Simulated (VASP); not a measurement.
# ZnAg (R-3m) in VASP: further runs

Runs on ZnAg. Level: LDA. Tasks: single point.

All numbers are computed with VASP 6.6.1; they aren't measurements. Logs are shortened: lines on timing, memory, paths and dates and some standing lists are left out, and cuts for length are marked.

## (1) The cell of the first run

It takes space group R-3m (No. 166, trigonal). Conventional cell: a = 4.508 Å, b = 4.508 Å, c = 5.357 Å, α = 90.00°, β = 90.00°, γ = 120.00°. Within 3.5 Å of Zn (site symmetry -3m) lie 8 Ag at 2.68 to 2.75 Å and 6 Zn at 3.16 Å. Within 3.5 Å of Ag (site symmetry -3m) lie 8 Zn at 2.68 to 2.75 Å and 6 Ag at 3.16 Å.

## (2) Single point, LDA (equal xy, yz and zx shear strains of -2 %)

INCAR reads:

```
ALGO = Normal ; EDIFF = 1E-6
ENCUT = 520 ; ISIF = 2
ISMEAR = -1 ; LASPH = T
LCHARG = F ; LREAL = F
LWAVE = F ; NBANDS = 18
NELM = 60 ; PREC = Accurate
SIGMA = 0.03
```

KPOINTS reads:

```
k-points
0
Gamma
  12 12 12
```

POSCAR reads:

```
ZnAg
1.0
    3.1560000000     -0.0315600000     -0.0315600000
   -0.0315600000      3.1560000000     -0.0315600000
   -0.0315600000     -0.0315600000      3.1560000000
Zn Ag
1 1
Direct
    0.5000000000      0.5000000000      0.5000000000
    0.0000000000      0.0000000000      0.0000000000
```

Potentials or basis: VASP PAW LDA potentials, release 64 (Zn, Ag).

The run is started by

```console
$ cat potpaw_LDA.64/Zn/POTCAR potpaw_LDA.64/Ag/POTCAR > POTCAR
$ mpirun -np 1 vasp_std > vasp.out
```

OUTCAR:

```text
EDIFF = 1E-6
   ENCUT = 520
   ISIF = 2
   ISMEAR = -1
   LASPH = T
   LREAL = F
   NELM = 60
   PREC = Accurate

 ion  position               nearest neighbor table
   1  0.500  0.500  0.500-   2 2.68   2 2.68   2 2.75   2 2.75   2 2.75   2 2.75   2 2.75   2 2.75

   2  0.000  0.000  0.000-   1 2.68   1 2.68   1 2.75   1 2.75   1 2.75   1 2.75   1 2.75   1 2.75

  LATTYP: Found a trigonal (rhomboedric) cell.
 ALAT       =     3.1563155842
 COS(alpha) =    -0.0198960208

  Lattice vectors:

 A1 = (   3.1560000000,  -0.0315600000,  -0.0315600000)
 A2 = (  -0.0315600000,   3.1560000000,  -0.0315600000)
 A3 = (  -0.0315600000,  -0.0315600000,   3.1560000000)

Analysis of symmetry for initial positions (statically):
=====================================================================
 Subroutine PRICEL returns:
 Original cell was already a primitive cell.

 Routine SETGRP: Setting up the symmetry group for a
 trigonal (rhombohedral) supercell.

 Subroutine GETGRP returns: Found 12 space group operations
 (whereof 12 operations were pure point group operations)
 out of a pool of 12 trial point group operations.

The static configuration has the point symmetry D_3d.

Analysis of symmetry for dynamics (positions and initial velocities):
=====================================================================
 Subroutine PRICEL returns:
 Original cell was already a primitive cell.

 Routine SETGRP: Setting up the symmetry group for a
 trigonal (rhombohedral) supercell.

 Subroutine GETGRP returns: Found 12 space group operations
 (whereof 12 operations were pure point group operations)
 out of a pool of 12 trial point group operations.

The dynamic configuration has the point symmetry D_3d.

 Subroutine INISYM returns: Found 12 space group operations
 (whereof 12 operations are pure point group operations),
 and found     1 'primitive' translations

----------------------------------------------------------------------------------------

                                     Primitive cell

  volume of cell :      31.4253

  direct lattice vectors                    reciprocal lattice vectors
     3.156000000 -0.031560000 -0.031560000     0.316920805  0.003201220  0.003201220
    -0.031560000  3.156000000 -0.031560000     0.003201220  0.316920805  0.003201220
    -0.031560000 -0.031560000  3.156000000     0.003201220  0.003201220  0.316920805

  length of vectors
     3.156315584  3.156315584  3.156315584     0.316953139  0.316953139  0.316953139

  position of ions in fractional coordinates (direct lattice)
     0.500000000  0.500000000  0.500000000
     0.000000000  0.000000000  0.000000000

  ion indices of the primitive-cell ions
   primitive index   ion index
                 1           1
                 2           2

----------------------------------------------------------------------------------------

 KPOINTS: k-points

Automatic generation of k-mesh.
 Grid dimensions read from file:
 generate k-points for:   12   12   12

 Generating k-lattice:

  Cartesian coordinates                     Fractional coordinates (reciprocal lattice)
     0.026410067  0.000266768  0.000266768     0.083333333 -0.000000000 -0.000000000
     0.000266768  0.026410067  0.000266768    -0.000000000  0.083333333 -0.000000000
     0.000266768  0.000266768  0.026410067    -0.000000000 -0.000000000  0.083333333

  Length of vectors
     0.026412762  0.026412762  0.026412762

  Shift w.r.t. Gamma in fractional coordinates (k-lattice)
     0.000000000  0.000000000  0.000000000

 Subroutine IBZKPT returns following result:
 ===========================================

 Found    189 irreducible k-points:

 Following reciprocal coordinates:
            Coordinates               Weight
  0.000000  0.000000  0.000000      1.000000
  0.083333 -0.000000  0.000000      6.000000
  0.166667 -0.000000 -0.000000      6.000000
  0.250000 -0.000000 -0.000000      6.000000
  0.333333  0.000000  0.000000      6.000000
  0.416667 -0.000000 -0.000000      6.000000
[... 16 lines left out ...]
  0.500000  0.166667 -0.000000     12.000000
 -0.416667  0.166667  0.000000     12.000000
 [... further k-points ...]
   k-points           NKPTS =    189   k-points in BZ     NKDIM =    189   number of bands    NBANDS=     18
   number of dos      NEDOS =    301   number of ions     NIONS =      2
   total plane-waves  NPLWV =  13824
   dimension x,y,z NGX =    24 NGY =   24 NGZ =   24
   dimension x,y,z NGXF=    48 NGYF=   48 NGZF=   48
   ions per type =               1   1
   NGX,Y,Z   is equivalent  to a cutoff of  12.64, 12.64, 12.64 a.u.
   NGXF,Y,Z  is equivalent  to a cutoff of  25.28, 25.28, 25.28 a.u.
 SYSTEM =  unknown system
   PREC   = accura    normal or accurate (medium, high low for compatibility)
   ISTART =      0    job   : 0-new  1-cont  2-samecut
   ICHARG =      2    charge: 1-file 2-atom 10-const
   ISPIN  =      1    spin polarized calculation?
   LNONCOLLINEAR =      F non collinear calculations
   LSORBIT =      F    spin-orbit coupling
   LASPH  =      T    aspherical Exc in radial PAW
   ENCUT  =  520.0 eV  38.22 Ry    6.18 a.u.   5.87  5.87  5.87*2*pi/ulx,y,z
   NELM   =     60;   NELMIN=  2; NELMDL= -5     # of ELM steps
   EDIFF  = 0.1E-05   stopping-criterion for ELM
   LREAL  =      F    real-space projection
[... 7 lines left out ...]
   TEBEG  =    0.0;   TEEND  =   0.0 temperature during run
   PSTRESS=    0.0 pullay stress
   NELECT =      23.0000    total number of electrons
   NUPDOWN=      -1.0000    fix difference up-down
   EMIN   =  10.00;   EMAX   =-10.00  energy-range for DOS
   EFERMI =   0.00;   METHOD = LEGACY
   ISMEAR =    -1;   SIGMA  =   0.03  broadening in eV -4-tet -1-fermi 0-gaus
   EFERMI_NEDOS =   21; number of points for ismear=-14 and -15
   IALGO  =     38    algorithm
   IMIX   =      4    mixing-type and parameters
     AMIX     =   0.40;   BMIX     =  1.00
     AMIX_MAG =   1.60;   BMIX_MAG =  1.00
  volume/ion in A,a.u.               =      15.71       106.03
  Fermi-wavevector in a.u.,A,eV,Ry     =   1.475336  2.787980 29.614649  2.176615
  Thomas-Fermi vector in A             =   2.589997
   LORBIT       =      0    0 simple, 1 ext, 2 COOP (PROOUT), +10 PAW based schemes
   GGA     = CA    functional components
   LHFCALC =     F    Hartree Fock is set to
   AEXX    =    0.0000 exact exchange contribution
   IVDW    =     0    specifies the selected vdW correction
   LEPSILON=     F    determine dielectric tensor
   LRPA    =     F    only Hartree local field effects (RPA)
 non-spin polarized calculation
  energy-cutoff  :      520.00
  volume of cell :       31.43
 maximum number of plane-waves:       870
   NGX = 11   NGY = 11   NGZ = 11

 number of electron      23.0000010 magnetization

 Free energy of the ion-electron system (eV)
  ---------------------------------------------------
  ext. energy  EPLUGINS =         0.00000000
  ---------------------------------------------------
  free energy    TOTEN  =        -5.72801503 eV

  energy without entropy =       -5.72681089  energy(sigma->0) =       -5.72741296

 E-fermi :   6.1111     XC(G=0): -12.4191

 val. band max:        6.0823327552   @ k =  -0.4167   0.4167   0.1667
 cond. band min:       6.1209397319   @ k =   0.3333   0.2500   0.0000
 fundamental gap:      0.0386069767
 Fermi energy:         6.1110755695

 k-point     1 :       0.0000    0.0000    0.0000
  band No.  band energies     occupation
      1      -3.3664      2.00000
      2      -1.8539      2.00000
      3      -1.8539      2.00000
      4      -1.3350      2.00000
      5      -1.2560      2.00000
      6      -1.2560      2.00000
[... 10 lines left out ...]
     17      17.3214      0.00000
     18      24.9834      0.00000

 k-point     2 :       0.0833   -0.0000    0.0000
  band No.  band energies     occupation
      1      -3.2518      2.00000
      2      -1.8330      2.00000
      3      -1.8235      2.00000
      4      -1.3315      2.00000
      5      -1.2591      2.00000
      6      -1.2517      2.00000
[... 10 lines left out ...]
     17      18.1364      0.00000
     18      24.6140      0.00000

 k-point     3 :       0.1667   -0.0000   -0.0000
  band No.  band energies     occupation
      1      -2.9152      2.00000
      2      -1.7744      2.00000
      3      -1.7386      2.00000
      4      -1.3243      2.00000
      5      -1.2671      2.00000
      6      -1.2366      2.00000
[... 10 lines left out ...]
     17      20.3194      0.00000
     18      23.5532      0.00000

 k-point     4 :       0.2500   -0.0000   -0.0000
  band No.  band energies     occupation
      1      -2.3882      2.00000
      2      -1.6900      2.00000
      3      -1.6082      2.00000
      4      -1.3183      2.00000
      5      -1.2771      2.00000
      6      -1.2099      2.00000
[... 10 lines left out ...]
     17      22.0369      0.00000
     18      22.1274      0.00000

 k-point     5 :       0.3333    0.0000    0.0000
  band No.  band energies     occupation
      1      -1.8179      2.00000
      2      -1.5997      2.00000
      3      -1.3619      2.00000
      4      -1.3100      2.00000
      5      -1.2859      2.00000
      6      -1.1788      2.00000
[... 10 lines left out ...]
     17      20.3295      0.00000
     18      20.4175      0.00000

 k-point     6 :       0.4167   -0.0000   -0.0000
  band No.  band energies     occupation
      1      -1.5833      2.00000
      2      -1.5290      2.00000
      3      -1.3115      2.00000
      4      -1.2914      2.00000
      5      -1.1542      2.00000
      6      -0.7542      2.00000
[... 307 lines left out ...]
 k-point    21 :       0.3333    0.1667    0.0000
  band No.  band energies     occupation
      1      -1.7436      2.00000
      2      -1.5655      2.00000
      3      -1.4282      2.00000
      4      -1.3611      2.00000
      5      -1.2290      2.00000
      6      -0.8776      2.00000
[... 10 lines left out ...]
     17      20.5773      0.00000
     18      21.0866      0.00000

 k-point    22 :       0.4167    0.1667    0.0000
  band No.  band energies     occupation
      1      -1.6269      2.00000
      2      -1.5306      2.00000
      3      -1.3859      2.00000
      4      -1.3630      2.00000
      5      -1.2546      2.00000
      6      -0.3035      2.00000
[... 10 lines left out ...]
     17      19.0749      0.00000
     18      20.6165      0.00000

 k-point    23 :       0.5000    0.1667   -0.0000
  band No.  band energies     occupation
      1      -1.5994      2.00000
      2      -1.5303      2.00000
      3      -1.3745      2.00000
      4      -1.3683      2.00000
      5      -1.2663      2.00000
      6       0.1642      2.00000
[... 10 lines left out ...]
     17      18.3238      0.00000
     18      20.3867      0.00000

 k-point    24 :      -0.4167    0.1667    0.0000
  band No.  band energies     occupation
      1      -1.6449      2.00000
      2      -1.5477      2.00000
      3      -1.3927      2.00000
      4      -1.3841      2.00000
      5      -1.2483      2.00000
      6      -0.3424      2.00000
[... 10 lines left out ...]
     17      19.1413      0.00000
     18      20.6790      0.00000

 [... further k-points ...]

------------------------ aborting loop because EDIFF is reached ----------------------------------------

  FORCE on cell =-STRESS in cart. coord.  units (eV):
  Direction    XX          YY          ZZ          XY          YZ          ZX
  --------------------------------------------------------------------------------------
  -------------------------------------------------------------------------------------
  Total       -1.4744866     -1.4744866     -1.4744866      0.2171297      0.2171297      0.2171297
  in kB      -75.1746852    -75.1746852    -75.1746852     11.0700587     11.0700587     11.0700587
  external PRESSURE =     -75.1746852 kB  Pullay stress =       0.0000000 kB

 VOLUME and BASIS-vectors are now :
 -----------------------------------------------------------------------------
  energy-cutoff  :      520.00
  volume of cell :       31.43
      direct lattice vectors                 reciprocal lattice vectors
     3.156000000 -0.031560000 -0.031560000     0.316920805  0.003201220  0.003201220
    -0.031560000  3.156000000 -0.031560000     0.003201220  0.316920805  0.003201220
    -0.031560000 -0.031560000  3.156000000     0.003201220  0.003201220  0.316920805

 POSITION                                       TOTAL-FORCE (eV/Angst)
 -----------------------------------------------------------------------------------
      1.54644      1.54644      1.54644        -0.000000      0.000000      0.000000
      0.00000      0.00000      0.00000         0.000000     -0.000000     -0.000000
 -----------------------------------------------------------------------------------
    total drift:                                0.000000      0.000000     -0.000000

  FREE ENERGIE OF THE ION-ELECTRON SYSTEM (eV)
  ---------------------------------------------------
  free  energy   TOTEN  =        -5.7280150298 eV

  energy  without entropy=       -5.7268108855  energy(sigma->0) =       -5.72741296
```

It took 21 s on 1 thread of Intel Xeon 6975P-C (Granite Rapids), shared host; peak memory 0.21 GiB.

Results:

| Quantity | Value |
| --- | --- |
| Free energy | -5.7280 eV |
| Pressure | -7.5 GPa |
| Band gap on the k mesh | zero (an odd number of electrons rules out a gap without spin polarisation) |

Stress tensor (GPa, compression positive):
```
-7.52  1.11  1.11
 1.11 -7.52  1.11
 1.11  1.11 -7.52
```

Caveat: the cell differs from its parent crystal (equal xy, yz and zx shear strains of -2 %); the cell stands under tension.

## (3) Single point, LDA (equal xy, yz and zx shear strains of -1 %)

INCAR reads:

```
SYSTEM = ZnAg
  PREC = Accurate
  ENCUT = 520
  EDIFF = 1E-7
  ISMEAR = -1
  SIGMA = 0.03
  LREAL = .False.
  LASPH = .True.
  NELM = 100
  ALGO = Normal
  ISIF = 2
  LWAVE = .False.
  LCHARG = .False.
  GGA = CA
  NBANDS = 18
```

KPOINTS reads:

```
regular mesh
0
Gamma
  12 12 12
  0 0 0
```

POSCAR reads:

```
ZnAg
1.0
    3.1560000000     -0.0157800000     -0.0157800000
   -0.0157800000      3.1560000000     -0.0157800000
   -0.0157800000     -0.0157800000      3.1560000000
Zn Ag
1 1
Direct
    0.5000000000      0.5000000000      0.5000000000
    0.0000000000      0.0000000000      0.0000000000
```

Potentials or basis: VASP PAW LDA potentials, release 64 (Zn, Ag).

The run is started by

```console
$ cat potpaw_LDA.64/Zn/POTCAR potpaw_LDA.64/Ag/POTCAR > POTCAR
$ mpirun -np 1 vasp_std > vasp.out
```

Run time: 21 s. Hardware: 1 thread of Intel Xeon 6975P-C (Granite Rapids), shared host; peak memory 0.21 GiB.

The run converged. Its results:

| Item | Value |
| --- | --- |
| Free energy | -5.7323 eV |
| Pressure | -7.6 GPa |
| Band gap on the k mesh | zero (an odd number of electrons rules out a gap without spin polarisation) |

Stress tensor (GPa, compression positive):
```
-7.62  0.48  0.48
 0.48 -7.62  0.48
 0.48  0.48 -7.62
```

Levels at points of the mesh, in eV from the Fermi level:
| k point | band 9 | band 10 | band 11 | band 12 | band 13 | band 14 |
| --- | --- | --- | --- | --- | --- | --- |
| (0.00, 0.00, 0.00) | -4.30 | -4.30 | -4.30 | 5.23 | 5.32 | 5.32 |
| (0.50, 0.00, 0.00) | -5.12 | -5.09 | -4.43 | -2.61 | 10.42 | 10.43 |
| (0.50, 0.50, 0.00) | -4.49 | -3.93 | -1.65 | -1.53 | 1.37 | 2.21 |
| (0.50, 0.50, 0.50) | -3.90 | -3.90 | 1.55 | 4.05 | 4.05 | 4.26 |

Caveat: the cell differs from its parent crystal (equal xy, yz and zx shear strains of -1 %); the cell stands under tension.

## (4) Single point, LDA (equal xy, yz and zx shear strains of +1 %)

INCAR reads:

```
ALGO     = Normal         # electronic algorithm
EDIFF    = 1E-7           # SCF threshold, eV
ENCUT    = 520            # plane-wave cutoff, eV
GGA      = CA             # functional
ISIF     = 2              # what is computed and relaxed
ISMEAR   = -1             # smearing method
LASPH    = T              # aspherical terms in the spheres
LCHARG   = F              # write CHGCAR
LREAL    = F              # projectors in reciprocal space
LWAVE    = F              # write WAVECAR
NBANDS   = 18             # bands
NELM     = 80             # most SCF steps
PREC     = Accurate       # precision mode
SIGMA    = 0.03           # smearing width, eV
```

KPOINTS reads:

```
k-points
0
Gamma
  12 12 12
```

POSCAR reads:

```
ZnAg
1.0
    3.1560000000      0.0157800000      0.0157800000
    0.0157800000      3.1560000000      0.0157800000
    0.0157800000      0.0157800000      3.1560000000
Zn Ag
1 1
Direct
    0.5000000000      0.5000000000      0.5000000000
    0.0000000000      0.0000000000      0.0000000000
```

The run is started by

```console
$ cat potpaw_LDA.64/Zn/POTCAR potpaw_LDA.64/Ag/POTCAR > POTCAR
$ mpirun -np 1 vasp_std > vasp.out
```

Wall time 21 s (1 thread of Intel Xeon 6975P-C (Granite Rapids), shared host); peak memory 0.22 GiB.

The run converged. Its results:

- Free energy: -5.7320 eV
- Pressure: -7.6 GPa
- Band gap on the k mesh: zero (an odd number of electrons rules out a gap without spin polarisation)

Stress tensor (GPa, compression positive):
```
-7.61 -0.62 -0.62
-0.62 -7.61 -0.62
-0.62 -0.62 -7.61
```

Levels at points of the mesh, in eV from the Fermi level:
| k point | band 7 | band 8 | band 9 | band 10 | band 11 | band 12 | band 13 | band 14 | band 15 | band 16 |
| --- | --- | --- | --- | --- | --- | --- | --- | --- | --- | --- |
| (0.00, 0.00, 0.00) | -5.44 | -5.44 | -4.30 | -4.29 | -4.29 | 5.27 | 5.27 | 5.35 | 10.16 | 11.22 |
| (0.50, 0.00, 0.00) | -5.71 | -5.20 | -5.12 | -5.09 | -4.43 | -2.60 | 10.42 | 10.44 | 11.01 | 11.34 |
| (0.50, 0.50, 0.00) | -5.11 | -4.50 | -4.49 | -3.93 | -1.64 | -1.53 | 1.38 | 2.21 | 10.66 | 13.19 |
| (0.50, 0.50, 0.50) | -6.18 | -6.18 | -3.90 | -3.90 | 1.55 | 4.00 | 4.19 | 4.19 | 4.63 | 4.83 |

Caveat: the cell differs from its parent crystal (equal xy, yz and zx shear strains of +1 %); the cell stands under tension.

## (5) Single point, LDA (equal xy, yz and zx shear strains of +2 %)

INCAR reads:

```
SYSTEM = ZnAg
ALGO = Normal
EDIFF = 1E-6
ENCUT = 520
ISIF = 2
ISMEAR = -1
LASPH = .TRUE.
LCHARG = .FALSE.
LREAL = .FALSE.
LWAVE = .FALSE.
NBANDS = 18
NELM = 60
PREC = Accurate
SIGMA = 0.03
```

KPOINTS reads:

```
k-points
0
G
  12 12 12
  0 0 0
```

POSCAR reads:

```
ZnAg
1.0
    3.1560000000      0.0315600000      0.0315600000
    0.0315600000      3.1560000000      0.0315600000
    0.0315600000      0.0315600000      3.1560000000
Zn Ag
1 1
Direct
    0.5000000000      0.5000000000      0.5000000000
    0.0000000000      0.0000000000      0.0000000000
```

The run is started by

```console
$ cat potpaw_LDA.64/Zn/POTCAR potpaw_LDA.64/Ag/POTCAR > POTCAR
$ mpirun -np 1 vasp_std > vasp.out
```

Wall time 21 s (1 thread of Intel Xeon 6975P-C (Granite Rapids), shared host); peak memory 0.21 GiB.

Results (log left out):

| Quantity | Value |
| --- | --- |
| Free energy | -5.7271 eV |
| Pressure | -7.5 GPa |
| Band gap on the k mesh | zero (an odd number of electrons rules out a gap without spin polarisation) |

Stress tensor (GPa, compression positive):
```
-7.50 -1.14 -1.14
-1.14 -7.50 -1.14
-1.14 -1.14 -7.50
```

Levels at points of the mesh, in eV from the Fermi level:
```
           k point  band 9  band 10  band 11  band 12  band 13  band 14
(0.00, 0.00, 0.00)   -4.33    -4.31    -4.31     5.22     5.22     5.39
(0.50, 0.00, 0.00)   -5.16    -5.10    -4.46    -2.62    10.37    10.42
(0.50, 0.50, 0.00)   -4.51    -3.95    -1.72    -1.49     1.32     2.23
(0.50, 0.50, 0.50)   -3.92    -3.92     1.50     3.89     4.23     4.23
```

Caveat: the cell differs from its parent crystal (equal xy, yz and zx shear strains of +2 %); the cell stands under tension.

## (6) Summary

| cell | gap on the mesh (eV) | pressure (GPa) |
| --- | --- | --- |
| a = 3.156 Å, angles 91.1°, 2 atoms | none | -7.5 |
| a = 3.156 Å, angles 90.6°, 2 atoms | none | -7.6 |
| a = 3.156 Å, angles 89.4°, 2 atoms | none | -7.6 |
| a = 3.156 Å, angles 88.8°, 2 atoms | none | -7.5 |

Alike in all rows: task single point; level LDA; potentials or basis VASP PAW LDA potentials, release 64 (Zn, Ag); no spin polarisation; k mesh 12 × 12 × 12; cutoff (eV) 520; smearing fermi-dirac 0.03 eV.

Caveats: the cell stands under tension.

Absolute energies hang on the potentials; compare differences alone.
